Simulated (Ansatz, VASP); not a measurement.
## Os in VASP and in Ansatz

```
CELL_PARAMETERS angstrom
2.44777 0.00000 0.00000
0.00000 2.44777 0.00000
0.00000 0.00000 2.44777
ATOMIC_POSITIONS crystal
Os 0.00000 0.00000 0.00000
```

Change from the starting cell: volume scaled by 0.92, PAW files.

Alike in both runs: task single point; functional LDA; k mesh 17 × 17 × 17; occupations fermi-dirac, width 0.05 eV; no spin polarisation.

```csv
,VASP,Ansatz
version,VASP 6.6.1,Ansatz 0.2.0
potentials or method,"VASP PAW LDA potentials, release 64 (Os)","PAW with Ansatz's default frozen-core files, scalar-relativistic"
plane-wave cutoff (eV),520,420
valence electrons in the cell,8,16
```

VASP gave:

| Quantity | Value |
| --- | --- |
| pressure (GPa) | 31.6 |

Question: Estimate Ansatz's values.

Answer: Pressure (GPa): 31.1.

LDA's correlation is that of Perdew and Zunger in VASP and of Perdew and Wang (1992) in Ansatz. Both programs put the cell under a high pressure, so it lies far from rest at this level. VASP's potentials hold 8 valence electrons a cell and Ansatz's 16, so a difference there can come from the potentials and not from the codes.

Spin-orbit coupling is off throughout.
